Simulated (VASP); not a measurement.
# Pt (Fm-3m) in VASP: notebook, part 2 of 2

VASP 6.6.1. Earlier steps stand in the parts before.

## 3. Single point, revPBE

This run uses another cell than the first one, of 15.08 Å³/atom, 0.947 times its volume.

INCAR

```
SYSTEM = Pt
PREC     = Accurate       ! precision mode
ENCUT    = 520            ! plane-wave cutoff, eV
EDIFF    = 1E-7           ! SCF threshold, eV
ISMEAR   = -1             ! smearing method
SIGMA    = 0.05           ! smearing width, eV
LREAL    = .FALSE.        ! projectors in reciprocal space
LASPH    = .TRUE.         ! aspherical terms in the spheres
NELM     = 100            ! most SCF steps
ALGO     = Normal         ! electronic algorithm
ISIF     = 2              ! what is computed and relaxed
LWAVE    = .FALSE.        ! write WAVECAR
LCHARG   = .FALSE.        ! write CHGCAR
GGA      = RE             ! functional
NBANDS   = 11             ! bands
```

KPOINTS

```
Automatic mesh
0
G
  12 12 12
  0 0 0
```

POSCAR

```
Pt
1.0
    0.0000000000      1.9609000000      1.9609000000
    1.9609000000      0.0000000000      1.9609000000
    1.9609000000      1.9609000000      0.0000000000
Pt
1
Direct
    0.0000000000      0.0000000000      0.0000000000
```

Potentials or basis: VASP PAW PBE potentials, release 64 (Pt).

The run is started by

```
$ cat potpaw_PBE.64/Pt/POTCAR > POTCAR
$ mpirun -np 1 vasp_std > vasp.out
```

OUTCAR:

```text
SYSTEM = Pt
   PREC = Accurate
   ENCUT = 520
   EDIFF = 1E-7
   ISMEAR = -1
   LREAL = .FALSE.
   LASPH = .TRUE.
   NELM = 100
   ISIF = 2
   GGA = RE

 ion  position               nearest neighbor table
   1  0.000  0.000  0.000-

  LATTYP: Found a face centered cubic cell.
 ALAT       =     3.9218000000

  Lattice vectors:

 A1 = (   0.0000000000,   1.9609000000,   1.9609000000)
 A2 = (   1.9609000000,   0.0000000000,   1.9609000000)
 A3 = (   1.9609000000,   1.9609000000,   0.0000000000)

Analysis of symmetry for initial positions (statically):
=====================================================================
 Subroutine PRICEL returns:
 Original cell was already a primitive cell.

 Routine SETGRP: Setting up the symmetry group for a
 face centered cubic supercell.

 Subroutine GETGRP returns: Found 48 space group operations
 (whereof 48 operations were pure point group operations)
 out of a pool of 48 trial point group operations.

The static configuration has the point symmetry O_h .

Analysis of symmetry for dynamics (positions and initial velocities):
=====================================================================
 Subroutine PRICEL returns:
 Original cell was already a primitive cell.

 Routine SETGRP: Setting up the symmetry group for a
 face centered cubic supercell.

 Subroutine GETGRP returns: Found 48 space group operations
 (whereof 48 operations were pure point group operations)
 out of a pool of 48 trial point group operations.

The dynamic configuration has the point symmetry O_h .

 Subroutine INISYM returns: Found 48 space group operations
 (whereof 48 operations are pure point group operations),
 and found     1 'primitive' translations

----------------------------------------------------------------------------------------

                                     Primitive cell

  volume of cell :      15.0798

[... 106 lines left out ...]
     AMIX_MAG =   1.60;   BMIX_MAG =  1.00
  volume/ion in A,a.u.               =      15.08       101.76
  Fermi-wavevector in a.u.,A,eV,Ry     =   1.427609  2.697791 27.729605  2.038068
  Thomas-Fermi vector in A             =   2.547760
   LORBIT       =      0    0 simple, 1 ext, 2 COOP (PROOUT), +10 PAW based schemes
   GGA     = RE    functional components
   LHFCALC =     F    Hartree Fock is set to
   AEXX    =    0.0000 exact exchange contribution
   IVDW    =     0    specifies the selected vdW correction
   LEPSILON=     F    determine dielectric tensor
   LRPA    =     F    only Hartree local field effects (RPA)
 non-spin polarized calculation
  energy-cutoff  :      520.00
  volume of cell :       15.08
 maximum number of plane-waves:       419
 NGX is ok and might be reduce to    24
   NGX = 11   NGY = 11   NGZ = 11

 number of electron      10.0000000 magnetization

 Free energy of the ion-electron system (eV)
  ---------------------------------------------------
  ext. energy  EPLUGINS =         0.00000000
  ---------------------------------------------------
  free energy    TOTEN  =        -5.56104857 eV

  energy without entropy =       -5.54562353  energy(sigma->0) =       -5.55333605

 E-fermi :  11.3483     XC(G=0): -13.4499

 val. band max:       11.3480358132   @ k =  -0.4167   0.4167   0.1667
 cond. band min:      11.3549420929   @ k =   0.5000   0.4167   0.0833
 fundamental gap:      0.0069062797
 Fermi energy:        11.3482818302

 k-point     1 :       0.0000    0.0000    0.0000
  band No.  band energies     occupation
      1       1.1307      2.00000
      2       7.5498      2.00000
      3       7.5498      2.00000
      4       7.5498      2.00000
      5       9.6992      2.00000
      6       9.6992      2.00000
      7      25.9460      0.00000
      8      30.9293      0.00000
      9      30.9293      0.00000
     10      30.9293      0.00000
     11      36.2634      0.00000
[... 309 lines left out ...]
 k-point    24 :      -0.4167    0.1667    0.0000
  band No.  band energies     occupation
      1       4.8322      2.00000
      2       6.9057      2.00000
      3       8.1647      2.00000
      4       8.4591      2.00000
      5      11.0372      1.99604
      6      14.3704      0.00000
      7      17.3815      0.00000
      8      26.1417      0.00000
      9      28.2468      0.00000
     10      29.8933      0.00000
     11      38.1966      0.00000

 [... further k-points ...]
[... 5 lines left out ...]
  --------------------------------------------------------------------------------------
  -------------------------------------------------------------------------------------
  Total        1.2003420      1.2003420      1.2003420      0.0000000     -0.0000000      0.0000000
  in kB      127.5320250    127.5320250    127.5320250      0.0000000     -0.0000000      0.0000000
  external PRESSURE =     127.5320250 kB  Pullay stress =       0.0000000 kB

 VOLUME and BASIS-vectors are now :
 -----------------------------------------------------------------------------
  energy-cutoff  :      520.00
  volume of cell :       15.08
      direct lattice vectors                 reciprocal lattice vectors
     0.000000000  1.960900000  1.960900000    -0.254984956  0.254984956  0.254984956
     1.960900000  0.000000000  1.960900000     0.254984956 -0.254984956  0.254984956
     1.960900000  1.960900000  0.000000000     0.254984956  0.254984956 -0.254984956

 POSITION                                       TOTAL-FORCE (eV/Angst)
 -----------------------------------------------------------------------------------
      0.00000      0.00000      0.00000         0.000000      0.000000      0.000000
 -----------------------------------------------------------------------------------
    total drift:                               -0.000000      0.000000      0.000000

  FREE ENERGIE OF THE ION-ELECTRON SYSTEM (eV)
  ---------------------------------------------------
  free  energy   TOTEN  =        -5.5610485703 eV

  energy  without entropy=       -5.5456235348  energy(sigma->0) =       -5.55333605
```

OSZICAR:

```text
N       E                     dE             d eps       ncg     rms          rms(c)
DAV:   1     0.413781616540E+02    0.41378E+02   -0.53387E+03  1616   0.847E+02
DAV:   2    -0.523359666947E+01   -0.46612E+02   -0.44470E+02  1823   0.175E+02
DAV:   3    -0.589748244903E+01   -0.66389E+00   -0.66154E+00  1806   0.201E+01
DAV:   4    -0.590014850149E+01   -0.26661E-02   -0.26658E-02  1838   0.150E+00
DAV:   5    -0.590017001350E+01   -0.21512E-04   -0.21512E-04  1848   0.125E-01    0.128E+01
DAV:   6    -0.559988875276E+01    0.30028E+00   -0.65820E-01  1728   0.654E+00    0.691E+00
DAV:   7    -0.556430839328E+01    0.35580E-01   -0.14077E-01  1818   0.292E+00    0.251E+00
DAV:   8    -0.556131749737E+01    0.29909E-02   -0.84157E-03  1719   0.778E-01    0.573E-01
DAV:   9    -0.556104591247E+01    0.27158E-03   -0.38574E-04  1743   0.166E-01    0.489E-02
DAV:  10    -0.556104876602E+01   -0.28536E-05   -0.82999E-06  2083   0.225E-02    0.712E-03
DAV:  11    -0.556104855200E+01    0.21401E-06   -0.45286E-08  1490   0.206E-03    0.938E-04
DAV:  12    -0.556104857029E+01   -0.18287E-07   -0.29618E-09   948   0.367E-04
   1 F= -.55610486E+01 E0= -.55533361E+01  d E =-.154250E-01
```

Wall time 5 s (1 thread of Intel Xeon 6975P-C (Granite Rapids), shared host); peak memory 0.14 GiB.

Results:

- Free energy: -5.5610 eV
- Pressure: 12.8 GPa
- Band gap on the k mesh: zero (band 5 reaches 11.83 eV, above the bottom of band 6 at 9.59 eV)

Caveat: the PAW data sets were made with another functional, which shifts forces and pressure a little; spin-orbit coupling is left out, which moves the levels of the heavy elements.

## 4. Single point, revPBE

This run uses another cell than the first one, of 15.85 Å³/atom, 0.995 times its volume.

INCAR

```
SYSTEM = Pt
  PREC = Accurate
  ENCUT = 520
  EDIFF = 1E-7
  ISMEAR = -1
  SIGMA = 0.05
  LREAL = .False.
  LASPH = .True.
  NELM = 80
  ALGO = Normal
  ISIF = 2
  LWAVE = .False.
  LCHARG = .False.
  GGA = RE
  NBANDS = 11
```

KPOINTS

```
regular mesh
0
Gamma
  12 12 12
  0 0 0
```

POSCAR

```
Pt
1.0
    0.0000000000      1.9935223445      1.9935223445
    1.9935223445      0.0000000000      1.9935223445
    1.9935223445      1.9935223445      0.0000000000
Pt
1
Direct
    0.0000000000      0.0000000000      0.0000000000
```

The run is started by

```
$ cat potpaw_PBE.64/Pt/POTCAR > POTCAR
$ mpirun -np 1 vasp_std > vasp.out
```

It took 4.8 s on 1 thread of Intel Xeon 6975P-C (Granite Rapids), shared host; peak memory 0.14 GiB.

Results (log left out):

* Free energy: -5.5894 eV
* Pressure: -0.5 GPa
* Band gap on the k mesh: zero (band 5 reaches 10.85 eV, above the bottom of band 6 at 8.80 eV)

Levels at points of the mesh, in eV from the Fermi level:
| k point | band 1 | band 2 | band 3 | band 4 | band 5 | band 6 | band 7 | band 8 | band 9 | band 10 |
| --- | --- | --- | --- | --- | --- | --- | --- | --- | --- | --- |
| (0.00, 0.00, 0.00) | -9.66 | -3.50 | -3.50 | -3.50 | -1.52 | -1.52 | 14.73 | 19.44 | 19.44 | 19.44 |
| (0.50, 0.00, 0.00) | -6.82 | -3.56 | -3.56 | -0.27 | 0.02 | 0.02 | 5.48 | 14.29 | 18.63 | 18.63 |
| (0.50, 0.50, 0.00) | -6.55 | -6.12 | -0.02 | 0.43 | 0.43 | 1.88 | 8.37 | 11.24 | 11.24 | 19.53 |

Caveat: the PAW data sets were made with another functional, which shifts forces and pressure a little; spin-orbit coupling is left out, which moves the levels of the heavy elements.

## 5. Single point, BLYP

This run uses another cell than the first one, of 15.08 Å³/atom, 0.947 times its volume.

INCAR

```
PREC = Accurate ; ENCUT = 520
EDIFF = 1E-6 ; ISMEAR = -1
SIGMA = 0.05 ; LREAL = False
LASPH = True ; NELM = 80
ALGO = Normal ; ISIF = 2
LWAVE = False ; LCHARG = False
GGA = B5 ; ALDAX = 1.0
AGGAX = 1.0 ; AGGAC = 1.0
ALDAC = 0.0 ; NBANDS = 11
```

KPOINTS

```
regular mesh
0
Gamma
  12 12 12
```

POSCAR

```
Pt
1.0
    0.0000000000      1.9609000000      1.9609000000
    1.9609000000      0.0000000000      1.9609000000
    1.9609000000      1.9609000000      0.0000000000
Pt
1
Direct
    0.0000000000      0.0000000000      0.0000000000
```

The run is started by

```
$ cat potpaw_PBE.64/Pt/POTCAR > POTCAR
$ mpirun -np 1 vasp_std > vasp.out
```

Wall time 6.9 s (1 thread of Intel Xeon 6975P-C (Granite Rapids), shared host); peak memory 0.14 GiB.

The run converged. Its results:

```yaml
Free_energy: -4.8880 eV
Pressure: 27.1 GPa
Band_gap_on_the_k_mesh: zero (band 5 reaches 12.37 eV, above the bottom of band 6 at 10.11 eV)
```

Levels at points of the mesh, in eV from the Fermi level:
```csv
k point,band 2,band 3,band 4,band 5,band 6,band 7,band 8,band 9
"(0.00, 0.00, 0.00)",-3.82,-3.82,-3.82,-1.67,-1.67,14.92,19.73,19.73
"(0.50, 0.00, 0.00)",-3.88,-3.88,-0.22,0.02,0.02,5.85,14.51,19.03
"(0.50, 0.50, 0.00)",-6.62,-0.02,0.48,0.48,1.99,8.88,11.51,11.51
```

Caveat: the PAW data sets were made with another functional, which shifts forces and pressure a little; spin-orbit coupling is left out, which moves the levels of the heavy elements.

## 6. Single point, PBE

This run uses another cell than the first one, of 15.08 Å³/atom, 0.947 times its volume.

INCAR

```
PREC = Accurate
ENCUT = 520
EDIFF = 1E-7
ISMEAR = 0
SIGMA = 0.015
LREAL = F
LASPH = T
NELM = 80
ALGO = Fast
ISIF = 2
LWAVE = F
LCHARG = F
GGA = PE
NBANDS = 11
```

KPOINTS is that of step 5.

POSCAR is that of step 5.

Potentials or basis: VASP PAW PBE potentials, release 64 (Pt).

The run is started by

```
$ cat potpaw_PBE.64/Pt/POTCAR > POTCAR
$ mpirun -np 1 vasp_std > vasp.out
```

It took 5.5 s on 1 thread of Intel Xeon 6975P-C (Granite Rapids), shared host; peak memory 0.14 GiB.

Results (log left out):

```
Free energy            : -6.0830 eV
Pressure               : 9.7 GPa
Band gap on the k mesh : zero (band 5 reaches 11.78 eV, above the bottom of band 6 at 9.54 eV)
```

Levels at points of the mesh, in eV from the Fermi level:
```
           k point  band 3  band 4  band 5  band 6  band 7  band 8
(0.00, 0.00, 0.00)   -3.81   -3.81   -1.65   -1.65   14.61   19.58
(0.50, 0.00, 0.00)   -3.87   -0.50    0.02    0.02    5.82   14.18
(0.50, 0.50, 0.00)   -0.01    0.48    0.48    1.75    8.86   11.37
```

Caveat: spin-orbit coupling is left out, which moves the levels of the heavy elements.

## 7. Summary

| level | cell | smearing | gap on the mesh (eV) | pressure (GPa) |
| --- | --- | --- | --- | --- |
| RPBE | a = 2.824 Å, angles 60.0°, 1 atom | fermi-dirac 0.05 eV | none | -0.5 |
| revPBE | a = 2.773 Å, angles 60.0°, 1 atom | fermi-dirac 0.05 eV | none | 12.8 |
| revPBE | a = 2.819 Å, angles 60.0°, 1 atom | fermi-dirac 0.05 eV | none | -0.5 |
| BLYP | a = 2.773 Å, angles 60.0°, 1 atom | fermi-dirac 0.05 eV | none | 27.1 |
| PBE | a = 2.773 Å, angles 60.0°, 1 atom | gaussian 0.015 eV | none | 9.7 |

Alike in all rows: task single point; potentials or basis VASP PAW PBE potentials, release 64 (Pt); no spin polarisation; k mesh 12 × 12 × 12; cutoff (eV) 520.

Caveats: spin-orbit coupling is left out, which moves the levels of the heavy elements; the PAW data sets were made with another functional, which shifts forces and pressure a little (some runs).

Absolute energies hang on the potentials; compare differences alone.
